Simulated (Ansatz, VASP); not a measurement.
## B2Pb: VASP beside Ansatz

The input INCAR:

```
ALGO = Normal
EDIFF = 1E-6
ENCUT = 520
GGA = PE
ISIF = 2
ISMEAR = 0
LASPH = True
LCHARG = True
LELF = True
LREAL = False
LVHAR = True
LWAVE = False
NBANDS = 29
NELM = 100
PREC = Accurate
SIGMA = 0.1
```

Contents of KPOINTS:

```
k-points
0
Gamma
  6 6 2
```

The input POSCAR:

```
B2Pb
1.0
    2.9026160700      0.0000000000      0.0000000000
   -1.4513080300      2.5137392500      0.0000000000
    0.0000000000      0.0000000000     12.3241208400
B Pb
4 2
Direct
    0.0000000000      0.0000000000      0.6295377500
    0.0000000000      0.0000000000      0.0000000000
    0.0000000000      0.0000000000      0.3704622500
    0.6666666700      0.3333333300      0.5000000000
    0.3333333300      0.6666666700      0.8147688700
    0.3333333300      0.6666666700      0.1852311300
```

Input for Ansatz:

```yaml
crystal:
  lattice:
    - [2.90261607, 0.0, 0.0]
    - [-1.45130803, 2.51373925, 0.0]
    - [0.0, 0.0, 12.32412084]
  atoms:
    - { symbol: B, position: [0.0, 0.0, 0.62953775] }
    - { symbol: B, position: [0.0, 0.0, 0.0] }
    - { symbol: B, position: [0.0, 0.0, 0.37046225] }
    - { symbol: B, position: [0.66666667, 0.33333333, 0.5] }
    - { symbol: Pb, position: [0.33333333, 0.66666667, 0.81476887] }
    - { symbol: Pb, position: [0.33333333, 0.66666667, 0.18523113] }
basis:
  ecutwfc: 420
kpoints:
  mp_grid: { grid: [6, 6, 2] }
hamiltonian:
  xc: pbe
scf:
  occupations: { method: gaussian, width: 0.1 }
  lower_state_search: "off"
output:
  forces: true
  stress: true
  eigenvalues: true
```

Alike in both runs: task single point; functional PBE; k mesh 6 × 6 × 2; occupations gaussian, width 0.1 eV; no spin polarisation.

|  | VASP | Ansatz |
| --- | --- | --- |
| version | VASP 6.6.1 | Ansatz 0.2.0 |
| potentials or method | VASP PAW PBE potentials, release 64 (B, Pb_d), cutoff 520 eV | scalar-relativistic, plane waves, PAW |
| valence electrons in the cell | 40 | 40 |

|  | VASP | Ansatz | Ansatz less VASP |
| --- | --- | --- | --- |
| gap on the k mesh at the Fermi level (eV) | none | none | - |
| pressure (GPa) | 6.9 | 7.0 | +0.09 |
| traceless stress, the component that is largest in VASP (GPa) | -20.50 | -20.56 | -0.064 |
| rms of the force components (eV/Å) | 1.059 | 1.057 | -0.0020 |

Atom by atom the forces differ by 0.002 eV/Å (rms over components). A gap of «none» marks a metal or a gap that the smearing closes.

The k mesh is coarse, so the values compare programs but aren't converged. Neither program's run includes spin-orbit coupling.
